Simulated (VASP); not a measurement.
Set up this calculation in VASP 6.6.1, as the native input.

```
Task                   : single point
Functional             : LDA
Potentials or basis    : VASP PAW LDA potentials, release 64 (Re)
Cutoff                 : 520 eV
k mesh                 : 11 × 11 × 6
Occupations            : fermi-dirac, width 0.05 eV
Spin                   : no spin polarisation
Dipole correction      : no
Further INCAR settings : ALGO = Normal; EDIFF = 1e-06; NBANDS = 14
```

The structure of Re lies in POSCAR:

```
Re
1.0
    2.7608000000      0.0000000000      0.0000000000
   -1.3804000000      2.3909229348      0.0000000000
    0.0000000000      0.0000000000      4.4582000000
Re
2
Direct
    0.6666666667      0.3333333333      0.7500000000
    0.3333333333      0.6666666667      0.2500000000
```

One way to write it, as run:

INCAR

```
SYSTEM = Re
  PREC = Accurate
  ENCUT = 520
  EDIFF = 1E-6
  ISMEAR = -1
  SIGMA = 0.05
  LREAL = .FALSE.
  LASPH = .TRUE.
  NELM = 100
  ALGO = Normal
  ISIF = 2
  LWAVE = .FALSE.
  LCHARG = .FALSE.
  GGA = CA
  NBANDS = 14
```

KPOINTS

```
regular mesh
0
G
  11 11 6
  0 0 0
```

Potentials or basis: VASP PAW LDA potentials, release 64 (Re).

Command:

```bash
$ cat potpaw_LDA.64/Re/POTCAR > POTCAR
$ mpirun -np 1 vasp_std > vasp.out
```

It gave:

The pressure is -8.9 GPa. The band gap on the k mesh is zero (bands 7 and 8 overlap by 3.19 eV).

Caveat: the cell stands under tension; spin-orbit coupling is left out, which moves the levels of the heavy elements.

It took 30 s on 1 thread of Intel Xeon 8259CL, with other jobs on the host, peak memory 0.12 GiB.
